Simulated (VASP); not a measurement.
# Se: single point with LDA

Se:

```
Se
1.0
     4.35517    0.00000    0.00000
    -2.17758    3.77169    0.00000
     0.00000    0.00000    4.89996
Se
3
Cartesian
  0.9451 0.0000 0.8167
  -0.4725 0.8185 4.0833
  1.7050 2.9532 2.4500
```

This cell differs from its parent crystal: zz strain of -1 %.

| Item | Value |
| --- | --- |
| Program | VASP 6.6.1 |
| Task | single point |
| Functional | LDA |
| Potentials or basis | VASP PAW LDA potentials, release 64 (Se) |
| Cutoff | 520 eV |
| k mesh | 8 × 8 × 6 |
| Occupations | fermi-dirac, width 0.03 eV |
| Spin | no spin polarisation |
| Dipole correction | no |
| Further INCAR settings | ALGO = Normal; EDIFF = 1e-06; NBANDS = 16 |

| Property | Result |
| --- | --- |
| Pressure | 2.6 GPa |
| Largest force | 1.132 eV/Å |
| Band gap on the k mesh | 1.09 eV (least direct gap 1.17 eV) |

Forces in eV/Å, atoms in the order of the input:
```
Se   1.132  0.000  0.000
Se  -0.566  0.980  0.000
Se  -0.566 -0.980  0.000
```

Stress tensor (GPa, compression positive):
```
1.52 0.00 0.00
0.00 1.52 0.00
0.00 0.00 4.67
```

Levels at points of the mesh, in eV from the valence-band top:
```csv
k point,band 5,band 6,band 7,band 8,band 9,band 10,band 11,band 12,band 13,band 14
"(0.00, 0.00, 0.00)",-4.08,-3.93,-2.27,-2.27,-0.43,2.00,2.00,2.33,5.75,6.17
"(0.50, 0.00, 0.00)",-4.94,-3.56,-3.03,-2.02,-1.09,1.99,2.53,4.31,5.18,7.32
"(0.00, 0.00, 0.50)",-3.59,-3.59,-1.67,-1.67,-1.22,1.24,1.26,1.26,6.00,7.17
"(0.50, 0.00, 0.50)",-4.70,-4.47,-1.96,-1.46,0.00,1.54,2.70,3.14,6.05,7.76
```

Wall time 51 s on 1 thread of Intel Xeon 8259CL, on a shared host, peak memory 0.18 GiB.

Caveat: the cell differs from its parent crystal (zz strain of -1 %); forces of over 1 eV/Å act on the atoms, so gaps and moduli don't describe the material at rest. A k mesh can miss the band edges.
